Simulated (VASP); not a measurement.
# Nb (R-3m) in VASP: notebook

Nb is run at these levels: PBE; tasks: single point.

Program: VASP 6.6.1. These are calculated values, not measurements. Logs are shortened: lines on timing, memory, paths and dates and some standing lists are left out, and cuts for length are marked.

### Step 1. The cell of the first run

Symmetry: R-3m, No. 166, trigonal system. Conventional cell: a = 2.976 Å, b = 2.976 Å, c = 7.400 Å, α = 90.00°, β = 90.00°, γ = 120.00°. Nb (site symmetry -3m) has 12 Nb at 2.98 to 3.01 Å within 3.9 Å.

### Step 2. Single point, PBE (equal xy, yz and zx shear strains of +1 %)

File INCAR:

```
SYSTEM = Nb
PREC = Accurate
ENCUT = 520
EDIFF = 1E-7
ISMEAR = -1
SIGMA = 0.08
LREAL = .FALSE.
LASPH = .TRUE.
NELM = 80
ALGO = Normal
ISIF = 2
LWAVE = .FALSE.
LCHARG = .FALSE.
GGA = PE
NBANDS = 12
```

File KPOINTS:

```
regular mesh
0
G
  13 13 13
  0 0 0
```

File POSCAR:

```
Nb
1.0
    0.0211500000      2.1255750000      2.1255750000
    2.1255750000      0.0211500000      2.1255750000
    2.1255750000      2.1255750000      0.0211500000
Nb
1
Direct
    0.0000000000      0.0000000000      0.0000000000
```

Potentials or basis: VASP PAW PBE potentials, release 64 (Nb_sv).

Started as:

```sh
> cat potpaw_PBE.64/Nb_sv/POTCAR > POTCAR
> mpirun -np 1 vasp_std > vasp.out
```

OUTCAR:

```text
SYSTEM = Nb
   PREC = Accurate
   ENCUT = 520
   EDIFF = 1E-7
   ISMEAR = -1
   LREAL = .FALSE.
   LASPH = .TRUE.
   NELM = 80
   ISIF = 2
   GGA = PE

 ion  position               nearest neighbor table
   1  0.000  0.000  0.000-

  LATTYP: Found a trigonal (rhomboedric) cell.
 ALAT       =     3.0060913964
 COS(alpha) =     0.5099250056

  Lattice vectors:

 A1 = (   0.0211500000,   2.1255750000,   2.1255750000)
 A2 = (   2.1255750000,   0.0211500000,   2.1255750000)
 A3 = (   2.1255750000,   2.1255750000,   0.0211500000)

Analysis of symmetry for initial positions (statically):
=====================================================================
 Subroutine PRICEL returns:
 Original cell was already a primitive cell.

 Routine SETGRP: Setting up the symmetry group for a
 trigonal (rhombohedral) supercell.

 Subroutine GETGRP returns: Found 12 space group operations
 (whereof 12 operations were pure point group operations)
 out of a pool of 12 trial point group operations.

The static configuration has the point symmetry D_3d.

Analysis of symmetry for dynamics (positions and initial velocities):
=====================================================================
 Subroutine PRICEL returns:
 Original cell was already a primitive cell.

 Routine SETGRP: Setting up the symmetry group for a
 trigonal (rhombohedral) supercell.

 Subroutine GETGRP returns: Found 12 space group operations
 (whereof 12 operations were pure point group operations)
 out of a pool of 12 trial point group operations.

The dynamic configuration has the point symmetry D_3d.

 Subroutine INISYM returns: Found 12 space group operations
 (whereof 12 operations are pure point group operations),
 and found     1 'primitive' translations

----------------------------------------------------------------------------------------

                                     Primitive cell

  volume of cell :      18.9203

  direct lattice vectors                    reciprocal lattice vectors
     0.021150000  2.125575000  2.125575000    -0.238770803  0.236418381  0.236418381
     2.125575000  0.021150000  2.125575000     0.236418381 -0.238770803  0.236418381
     2.125575000  2.125575000  0.021150000     0.236418381  0.236418381 -0.238770803

  length of vectors
     3.006091396  3.006091396  3.006091396     0.410851310  0.410851310  0.410851310

  position of ions in fractional coordinates (direct lattice)
     0.000000000  0.000000000  0.000000000

  ion indices of the primitive-cell ions
   primitive index   ion index
[... 80 lines left out ...]
   ISYM   =      2    0-nonsym 1-usesym 2-fastsym
   POTIM  = 0.5000    time-step for ionic-motion
   TEBEG  =    0.0;   TEEND  =   0.0 temperature during run
   PSTRESS=    0.0 pullay stress
   NELECT =      13.0000    total number of electrons
   NUPDOWN=      -1.0000    fix difference up-down
   EMIN   =  10.00;   EMAX   =-10.00  energy-range for DOS
   EFERMI =   0.00;   METHOD = LEGACY
   ISMEAR =    -1;   SIGMA  =   0.08  broadening in eV -4-tet -1-fermi 0-gaus
   EFERMI_NEDOS =   21; number of points for ismear=-14 and -15
   IALGO  =     38    algorithm
   IMIX   =      4    mixing-type and parameters
     AMIX     =   0.40;   BMIX     =  1.00
     AMIX_MAG =   1.60;   BMIX_MAG =  1.00
  volume/ion in A,a.u.               =      18.92       127.68
  Fermi-wavevector in a.u.,A,eV,Ry     =   1.444596  2.729891 28.393420  2.086858
  Thomas-Fermi vector in A             =   2.562873
   LORBIT       =      0    0 simple, 1 ext, 2 COOP (PROOUT), +10 PAW based schemes
   GGA     = PE    functional components
   LHFCALC =     F    Hartree Fock is set to
   AEXX    =    0.0000 exact exchange contribution
   IVDW    =     0    specifies the selected vdW correction
   LEPSILON=     F    determine dielectric tensor
   LRPA    =     F    only Hartree local field effects (RPA)
 non-spin polarized calculation
  energy-cutoff  :      520.00
  volume of cell :       18.92
 maximum number of plane-waves:       532
   NGX = 11   NGY = 11   NGZ = 11

 number of electron      13.0000001 magnetization

 Free energy of the ion-electron system (eV)
  ---------------------------------------------------
  ext. energy  EPLUGINS =         0.00000000
  ---------------------------------------------------
  free energy    TOTEN  =        -9.90937900 eV

  energy without entropy =       -9.87651858  energy(sigma->0) =       -9.89294879

 E-fermi :  10.8373     XC(G=0): -12.2510

 val. band max:       10.8277511947   @ k =  -0.2308   0.1538  -0.0000
 cond. band min:      10.8453511742   @ k =   0.3846   0.3846   0.1538
 fundamental gap:      0.0175999795
 Fermi energy:        10.8373437670

 k-point     1 :       0.0000    0.0000    0.0000
  band No.  band energies     occupation
      1     -43.9521      2.00000
      2     -19.3792      2.00000
      3     -19.3408      2.00000
      4     -19.3408      2.00000
      5       4.6478      2.00000
      6      10.8107      1.16526
      7      11.0349      0.15603
      8      11.0349      0.15602
      9      13.5292      0.00000
     10      13.5292      0.00000
     11      22.6635      0.00000
     12      27.1773      0.00000
[... 331 lines left out ...]
 k-point    24 :       0.4615    0.1538   -0.0000
  band No.  band energies     occupation
      1     -43.7581      2.00000
      2     -20.3645      2.00000
      3     -19.6361      2.00000
      4     -19.5784      2.00000
      5       7.6790      2.00000
      6       9.8747      1.99999
      7      10.8575      0.87475
      8      11.5367      0.00032
      9      15.5014      0.00000
     10      15.9906      0.00000
     11      21.5485      0.00000
     12      24.3349      0.00000

 [... further k-points ...]

------------------------ aborting loop because EDIFF is reached ----------------------------------------

  FORCE on cell =-STRESS in cart. coord.  units (eV):
  Direction    XX          YY          ZZ          XY          YZ          ZX
  --------------------------------------------------------------------------------------
  -------------------------------------------------------------------------------------
  Total       -0.1688240     -0.1688240     -0.1688240      0.0523204      0.0523204      0.0523204
  in kB      -14.2960483    -14.2960483    -14.2960483      4.4305041      4.4305041      4.4305041
  external PRESSURE =     -14.2960483 kB  Pullay stress =       0.0000000 kB

 VOLUME and BASIS-vectors are now :
 -----------------------------------------------------------------------------
  energy-cutoff  :      520.00
  volume of cell :       18.92
      direct lattice vectors                 reciprocal lattice vectors
     0.021150000  2.125575000  2.125575000    -0.238770803  0.236418381  0.236418381
     2.125575000  0.021150000  2.125575000     0.236418381 -0.238770803  0.236418381
     2.125575000  2.125575000  0.021150000     0.236418381  0.236418381 -0.238770803

 POSITION                                       TOTAL-FORCE (eV/Angst)
 -----------------------------------------------------------------------------------
      0.00000      0.00000      0.00000        -0.000000      0.000000      0.000000
 -----------------------------------------------------------------------------------
    total drift:                                0.000000      0.000000     -0.000000

  FREE ENERGIE OF THE ION-ELECTRON SYSTEM (eV)
  ---------------------------------------------------
  free  energy   TOTEN  =        -9.9093790022 eV

  energy  without entropy=       -9.8765185787  energy(sigma->0) =       -9.89294879
```

stdout:

```text
POSCAR found type information on POSCAR Nb
 POSCAR found :  1 types and       1 ions
 scaLAPACK will be used
 LDA part: xc-table for (Slater+PW92), standard interpolation
 POSCAR, INCAR and KPOINTS ok, starting setup
 FFT: planning ... GRIDC
 FFT: planning ... GRID_SOFT
 FFT: planning ... GRID
 WAVECAR not read
 entering main loop
```

Wall time 69 s (1 thread of Intel Xeon 8259CL, shared host); peak memory 0.17 GiB.

Results:

* Free energy: -9.9094 eV
* Pressure: -1.4 GPa
* Band gap on the k mesh: zero (an odd number of electrons rules out a gap without spin polarisation)

Stress tensor (GPa, compression positive):
```
-1.43  0.44  0.44
 0.44 -1.43  0.44
 0.44  0.44 -1.43
```

Levels at points of the mesh, in eV from the Fermi level:
```tsv
k point	band 4	band 5	band 6	band 7	band 8	band 9
(0.00, 0.00, 0.00)	-30.18	-6.19	-0.03	0.20	0.20	2.69
```

Caveat: the cell differs from its parent crystal (equal xy, yz and zx shear strains of +1 %).

### Step 3. Single point, PBE (equal xy, yz and zx shear strains of +3 %)

File INCAR:

```
SYSTEM = Nb
PREC = Accurate ; ENCUT = 520
EDIFF = 1E-7 ; ISMEAR = -1
SIGMA = 0.08 ; LREAL = .False.
LASPH = .True. ; NELM = 100
ALGO = Normal ; ISIF = 2
LWAVE = .False. ; LCHARG = .False.
GGA = PE ; NBANDS = 12
```

File KPOINTS:

```
regular mesh
0
Gamma
  13 13 13
  0 0 0
```

File POSCAR:

```
Nb
1.0
    0.0634500000      2.1467250000      2.1467250000
    2.1467250000      0.0634500000      2.1467250000
    2.1467250000      2.1467250000      0.0634500000
Nb
1
Direct
    0.0000000000      0.0000000000      0.0000000000
```

Potentials or basis: VASP PAW PBE potentials, release 64 (Nb_sv).

Started as:

```sh
> cat potpaw_PBE.64/Nb_sv/POTCAR > POTCAR
> mpirun -np 1 vasp_std > vasp.out
```

Run time: 62 s. Hardware: 1 thread of Intel Xeon 8259CL, shared host; peak memory 0.18 GiB.

It converged, with:

```
Free energy            : -9.9148 eV
Pressure               : -1.5 GPa
Band gap on the k mesh : zero (an odd number of electrons rules out a gap without spin polarisation)
```

Stress tensor (GPa, compression positive):
```
-1.46  0.99  0.99
 0.99 -1.46  0.99
 0.99  0.99 -1.46
```

Levels at points of the mesh, in eV from the Fermi level:
```
           k point  band 4  band 5  band 6  band 7  band 8  band 9
(0.00, 0.00, 0.00)  -30.14   -6.19   -0.31    0.33    0.33    2.73
```

Caveat: the cell differs from its parent crystal (equal xy, yz and zx shear strains of +3 %).
